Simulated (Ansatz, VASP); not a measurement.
## One calculation of Al3Pd, two programs

INCAR

```
PREC = Accurate ; ENCUT = 520
EDIFF = 1E-7 ; ISMEAR = 0
SIGMA = 0.1 ; LREAL = False
LASPH = True ; NELM = 150
ALGO = Normal ; ISIF = 2
LWAVE = False ; LCHARG = True
ISPIN = 2 ; MAGMOM = 0 0 0 1
LORBIT = 11 ; LMAXMIX = 4
GGA = PE ; LELF = True
LVHAR = True ; NBANDS = 22
```

Contents of KPOINTS:

```
regular mesh
0
Gamma
  6 6 4
```

POSCAR

```
Al3Pd
1.0
    4.4553824152      0.0000000000      0.0000000000
   -2.2276912076      3.8584743552      0.0000000000
    0.0000000000      0.0000000000      4.8867474755
Al Pd
3 1
Direct
    0.3333333333      0.6666666667      0.0000000000
    0.6666666667      0.3333333333      0.0000000000
    0.0000000000      0.0000000000      0.5000000000
    0.0000000000      0.0000000000      0.0000000000
```

Input for Ansatz:

```yaml
crystal:
  lattice:
    - [4.4553824152, 0.0, 0.0]
    - [-2.2276912076, 3.8584743552, 0.0]
    - [0.0, 0.0, 4.8867474755]
  atoms:
    - { symbol: Al, position: [0.3333333333, 0.6666666667, 0.0] }
    - { symbol: Al, position: [0.6666666667, 0.3333333333, 0.0] }
    - { symbol: Al, position: [0.0, 0.0, 0.5] }
    - { symbol: Pd, position: [0.0, 0.0, 0.0], spin: 1.0 }
basis:
  ecutwfc: 420
kpoints:
  mp_grid: { grid: [6, 6, 4] }
hamiltonian:
  xc: pbe
scf:
  occupations: { method: gaussian, width: 0.1 }
  lower_state_search: "off"
output:
  forces: true
  stress: true
  eigenvalues: true
  populations: true
magnetization:
  spin_polarized: true
```

Alike in both runs: task single point; functional PBE; k mesh 6 × 6 × 4; occupations gaussian, width 0.1 eV; collinear spin.

```csv
,VASP,Ansatz
version,VASP 6.6.1,Ansatz 0.2.0
potentials or method,"VASP PAW PBE potentials, release 64 (Al, Pd), cutoff 520 eV","scalar-relativistic, plane waves, PAW"
valence electrons in the cell,19,27
```

```tsv
	VASP	Ansatz	Ansatz less VASP
gap on the k mesh at the Fermi level (eV)	none	none	-
pressure (GPa)	0.1	0.1	+0.04
traceless stress, the component that is largest in VASP (GPa)	-0.09	-0.09	-0.001
net moment per atom (μB)	0.00	0.00	0.000
```

A gap of «none» marks a metal or a gap that the smearing closes. The functional is the same, so the differences come from potentials, cutoffs and numerics. VASP's potentials hold 19 valence electrons a cell and Ansatz's 27, so a difference there can come from the potentials and not from the codes. Ansatz's warnings: seeded moment not kept.
